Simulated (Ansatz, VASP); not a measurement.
**Two plane-wave programs on Ti12H**

```
CELL_PARAMETERS angstrom
5.90000 0.00000 0.00000
-4.42500 7.66432 0.00000
0.00000 0.00000 4.68460
ATOMIC_POSITIONS crystal
Ti 0.00174 0.00266 0.99943
Ti 0.16575 0.22222 0.49798
Ti 0.99874 0.33256 0.00464
Ti 0.16406 0.55230 0.50567
Ti 0.99149 0.66382 0.00557
Ti 0.16148 0.89200 0.49932
Ti 0.50226 0.00369 0.99711
Ti 0.66766 0.22348 0.49863
Ti 0.50038 0.33349 0.00545
Ti 0.66418 0.55300 0.50307
Ti 0.50469 0.66403 0.00285
Ti 0.67466 0.89216 0.49692
H 0.33274 0.77791 0.75133
```

Alike in both runs: functional PBE; dispersion D3(BJ); k mesh 3 × 2 × 4; occupations gaussian, width 0.15 eV; no spin polarisation.

Ansatz relaxed the structure, and its values are those at the end. VASP's run is a single point on that final structure, the one shown.

|  | VASP | Ansatz |
| --- | --- | --- |
| version | VASP 6.6.1 | Ansatz 0.2.0 |
| potentials or method | VASP PAW PBE potentials, release 64 (Ti_sv, H), cutoff 520 eV | scalar-relativistic, plane waves, PAW |
| valence electrons in the cell | 145 | 145 |

|  | VASP | Ansatz | Ansatz less VASP |
| --- | --- | --- | --- |
| rms of the force components (eV/Å) | 0.009 | 0.009 | -0.0002 |

The k mesh is coarse, so the values compare programs but aren't converged.
